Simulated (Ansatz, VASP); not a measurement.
## One calculation of LiCl, two programs

```
Li Cl
1.0
     4.10211    0.00000    0.00000
    -2.05105    3.55253    0.00000
     0.00000    0.00000    5.17911
Li Cl
2 2
Direct
  0.33333 0.66667 0.25000
  0.66667 0.33333 0.75000
  0.66667 0.33333 0.25000
  0.33333 0.66667 0.75000
```

Alike in both runs: task single point; functional PBE; k mesh 6 × 6 × 4; no spin polarisation.

```csv
,VASP,Ansatz
version,VASP 6.6.1,Ansatz 0.2.0
potentials or method,"VASP PAW PBE potentials, release 64 (Li_sv, Cl)","plane waves, PAW"
plane-wave cutoff (eV),520,420
occupations,"gaussian, width 0.01 eV",fixed
valence electrons in the cell,20,20
```

VASP gave:

```
gap on the k mesh at the Fermi level (eV) : 5.78
```

What did Ansatz give for the same quantities?

gap on the k mesh at the Fermi level (eV): 5.77.

Noted on VASP's run: the cutoff is short for stress, so the pressure is rough.
